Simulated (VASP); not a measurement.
The system is Ge.

```xyz
1
Lattice="-1.6810 1.6810 1.6810 1.6810 -1.6810 1.6810 1.6810 1.6810 -1.6810" Properties=species:S:1:pos:R:3 pbc="T T T"
Ge    0.0000    0.0000    0.0000
```

This isn't the form of Ge at room conditions, which is diamond.

* Program: VASP 6.6.1
* Task: relaxation of cell and atoms
* Functional: LDA
* Potentials or basis: VASP PAW LDA potentials, release 64 (Ge_d)
* Cutoff: 600 eV
* k mesh: 20 × 20 × 20
* Occupations: fermi-dirac, width 0.1 eV
* Spin: no spin polarisation

At the start: pressure -4.2 GPa; volume 19.00 Å³/atom.

Where does the relaxation end?

Over 6 steps the energy falls by 16.2 meV/atom and the volume is 17.85 Å³/atom (-6.1 %); space group Im-3m (No. 229, to 0.1 Å) before and after.

The path:
```
step  energy change (eV)  largest force (eV/Å)  pressure (GPa)  volume (Å³)
   1              0.0000                0.0000           -4.22        19.00
   2             -0.0157                0.0000            0.71        17.66
   3             -0.0162                0.0000           -0.05        17.83
   4             -0.0162                0.0000            0.22        17.80
   5             -0.0162                0.0000           -0.10        17.86
   6             -0.0162                0.0000            0.01        17.85
```

Final structure:
```yaml
crystal:
  lattice:
    - [-1.64634, 1.64634, 1.64634]
    - [1.64634, -1.64634, 1.64634]
    - [1.64634, 1.64634, -1.64634]
  atoms:
    - { symbol: Ge, position: [0.00000, 0.00000, 0.00000] }
```
